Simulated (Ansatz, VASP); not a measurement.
# F in VASP and in Ansatz

```
F
1.0
     3.64632   -2.15466    0.00000
     3.64632    2.15466    0.00000
     0.00000    0.00000    6.56700
F
4
Direct
  0.91254 0.08746 0.09601
  0.58746 0.41254 0.59601
  0.41254 0.58746 0.40399
  0.08746 0.91254 0.90399
```

Change from the starting cell: strain +0.030 along x and y, +0.030 along z, atoms carried along.

Alike in both runs: task single point; functional PBEsol; k mesh 6 × 6 × 4; occupations gaussian, width 0.05 eV; no spin polarisation.

```csv
,VASP,Ansatz
version,VASP 6.6.1,Ansatz 0.2.0
potentials or method,"VASP PAW PBE potentials, release 64 (F), cutoff 520 eV","scalar-relativistic, plane waves, PAW"
valence electrons in the cell,28,28
```

|  | VASP | Ansatz | Ansatz less VASP |
| --- | --- | --- | --- |
| gap on the k mesh at the Fermi level (eV) | 2.59 | 2.65 | +0.059 |
| least direct gap on the mesh (eV) | 2.59 | 2.65 | +0.058 |
| pressure (GPa) | -3.2 | -3.3 | -0.12 |
| traceless stress, the component that is largest in VASP (GPa) | -3.17 | -3.76 | -0.585 |
| rms of the force components (eV/Å) | 1.005 | 1.180 | +0.1749 |

VASP's potentials were made for PBE, not for PBEsol. Atom by atom the forces differ by 0.175 eV/Å (rms over components). With one functional, cell and mesh, what is left measures potentials, basis and numerics.
